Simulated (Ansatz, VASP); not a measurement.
**Two plane-wave programs on Cs2AgBiBr6**

```xyz
10
Lattice="0.0000 5.6491 5.6491 5.6491 0.0000 5.6491 5.6491 5.6491 0.0000" Properties=species:S:1:pos:R:3 pbc="T T T"
Cs    2.8245    2.8245    2.8245
Cs    8.4736    8.4736    8.4736
Ag    5.6491    5.6491    5.6491
Bi    0.0000    0.0000    0.0000
Br    5.6491    2.8592    5.6491
Br    8.4390    5.6491    5.6491
Br    5.6491    8.4390    5.6491
Br    2.8592    5.6491    5.6491
Br    5.6491    5.6491    2.8592
Br    5.6491    5.6491    8.4390
```

Alike in both runs: functional PBEsol; k mesh 4 × 4 × 4; occupations gaussian, width 0.02 eV; no spin polarisation.

Ansatz relaxed the structure, and its values are those at the end. VASP's run is a single point on that final structure, the one shown.

|  | VASP | Ansatz |
| --- | --- | --- |
| version | VASP 6.6.1 | Ansatz 0.2.0 |
| potentials or method | VASP PAW PBE potentials, release 64 (Cs_sv, Ag, Bi_d, Br), cutoff 520 eV | scalar-relativistic, plane waves, PAW |
| valence electrons in the cell | 86 | 94 |

Ansatz gave:

| Quantity | Value |
| --- | --- |
| gap on the k mesh at the Fermi level (eV) | 1.15 |
| least direct gap on the mesh (eV) | 2.33 |
| pressure (GPa) | -0.7 |
| rms of the force components (eV/Å) | 0.002 |

Problem. What did VASP give for the same quantities?

Solution. gap on the k mesh at the Fermi level (eV): 1.15; least direct gap on the mesh (eV): 2.33; pressure (GPa): -0.7; rms of the force components (eV/Å): 0.005.

VASP's potentials were made for PBE, not for PBEsol. With one functional, cell and mesh, what is left measures potentials, basis and numerics. VASP's potentials hold 86 valence electrons a cell and Ansatz's 94, so a difference there can come from the potentials and not from the codes. Ansatz's warnings: stress scf threshold loose.

Neither program's run includes spin-orbit coupling.
